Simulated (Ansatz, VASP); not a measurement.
Two plane-wave programs on FePt

File INCAR:

```
PREC = Accurate
ENCUT = 520
EDIFF = 1E-6
ISMEAR = 0
SIGMA = 0.1
LREAL = False
LASPH = True
NELM = 150
ALGO = Fast
ISIF = 2
LWAVE = False
LCHARG = False
ISPIN = 2
MAGMOM = 4.5 0
LORBIT = 11
LMAXMIX = 4
GGA = PE
NBANDS = 20
```

KPOINTS

```
Automatic mesh
0
Gamma
  14 14 14
```

POSCAR

```
FePt
1.0
    3.0592809269      0.0000000000      0.0000000000
    0.0000000000      3.0592809269      0.0000000000
    0.0000000000      0.0000000000      3.0592809269
Fe Pt
1 1
Direct
    0.0000000000      0.0000000000      0.0000000000
    0.5000000000      0.5000000000      0.5000000000
```

Input for Ansatz:

```yaml
crystal:
  lattice:
    - [3.0592809269, 0.0, 0.0]
    - [0.0, 3.0592809269, 0.0]
    - [0.0, 0.0, 3.0592809269]
  atoms:
    - { symbol: Fe, position: [0.0, 0.0, 0.0], spin: 4.5 }
    - { symbol: Pt, position: [0.5, 0.5, 0.5] }
basis:
  ecutwfc: 420
kpoints:
  mp_grid: { grid: [14, 14, 14] }
hamiltonian:
  xc: pbe
scf:
  occupations: { method: gaussian, width: 0.1 }
  lower_state_search: "off"
output:
  forces: true
  stress: true
  eigenvalues: true
  populations: true
magnetization:
  spin_polarized: true
```

Alike in both runs: task single point; functional PBE; k mesh 14 × 14 × 14; occupations gaussian, width 0.1 eV; collinear spin.

|  | VASP | Ansatz |
| --- | --- | --- |
| version | VASP 6.6.1 | Ansatz 0.2.0 |
| potentials or method | VASP PAW PBE potentials, release 64 (Fe, Pt), cutoff 520 eV | scalar-relativistic, plane waves, PAW |
| valence electrons in the cell | 18 | 34 |

```csv
,VASP,Ansatz,Ansatz less VASP
gap on the k mesh at the Fermi level (eV),none,none,-
pressure (GPa),-0.6,0.0,+0.59
net moment per atom (μB),1.73,1.73,+0.006
size of the moment on the site where the two differ most (μB),0.35,0.39,+0.041
```

Site moments also hang on the region over which each program counts them. A gap of «none» marks a metal or a gap that the smearing closes. The functional is the same, so the differences come from potentials, cutoffs and numerics. VASP's potentials hold 18 valence electrons a cell and Ansatz's 34, so a difference there can come from the potentials and not from the codes.

Neither program's run includes spin-orbit coupling.
